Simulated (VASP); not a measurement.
**KTaO3: single point with PBEsol**

The system is KTaO3.

```xyz
5
Lattice="4.2103 0.0000 0.0000 0.0000 4.2103 0.0000 0.0000 0.0000 3.5788" Properties=species:S:1:pos:R:3 pbc="T T T"
K     2.1052    2.1052    1.7894
Ta    0.0000    0.0000    0.0000
O     2.1052    0.0000    0.0000
O     0.0000    2.1052    0.0000
O     0.0000    0.0000    1.7894
```

This cell differs from its parent crystal: ratio of the length along z to the lengths across it x 0.85, volume and fractional coordinates fixed.

```json
{
  "Program": "VASP 6.6.1",
  "Task": "single point",
  "Functional": "PBEsol",
  "Potentials or basis": "VASP PAW PBE potentials, release 64 (K_sv, Ta_pv, O)",
  "Cutoff": "520 eV",
  "k mesh": "8 × 8 × 8",
  "Occupations": "gaussian, width 0.05 eV",
  "Spin": "no spin polarisation"
}
```

| Property | Result |
| --- | --- |
| Pressure | 11.4 GPa |
| Band gap on the k mesh | 1.77 eV (least direct gap 2.16 eV) |

Stress tensor (GPa, compression positive):
```
-15.77   0.00   0.00
  0.00 -15.77   0.00
  0.00   0.00  65.74
```

Levels at points of the mesh, in eV from the valence-band top:
| k point | band 16 | band 17 | band 18 | band 19 | band 20 | band 21 | band 22 | band 23 |
| --- | --- | --- | --- | --- | --- | --- | --- | --- |
| (0.00, 0.00, 0.00) | -0.59 | -0.59 | -0.54 | -0.39 | 1.77 | 2.04 | 2.04 | 5.26 |
| (0.50, 0.00, 0.00) | -1.65 | -1.47 | -1.15 | -0.59 | 2.13 | 4.19 | 4.20 | 5.79 |
| (0.50, 0.50, 0.00) | -2.00 | -2.00 | -1.32 | -0.12 | 4.22 | 4.22 | 5.25 | 9.11 |
| (0.00, 0.00, 0.50) | -1.95 | -1.46 | -0.79 | -0.79 | 2.13 | 5.52 | 6.54 | 6.54 |
| (0.50, 0.00, 0.50) | -1.69 | -1.19 | -1.01 | -0.36 | 4.31 | 6.23 | 6.52 | 7.23 |
| (0.50, 0.50, 0.50) | -2.97 | -0.18 | -0.18 | 0.00 | 5.46 | 7.32 | 7.32 | 8.05 |

It took 66 s on 1 thread of Intel(R) Xeon(R) Platinum 8488C (Sapphire Rapids), with other jobs on the host, peak memory 0.26 GiB.

Caveat: the stress differs along the axes, from -16 to 66 GPa; the PAW data sets were made with another functional, which shifts forces and pressure a little; spin-orbit coupling is left out, which moves the levels of the heavy elements. A k mesh can miss the band edges.
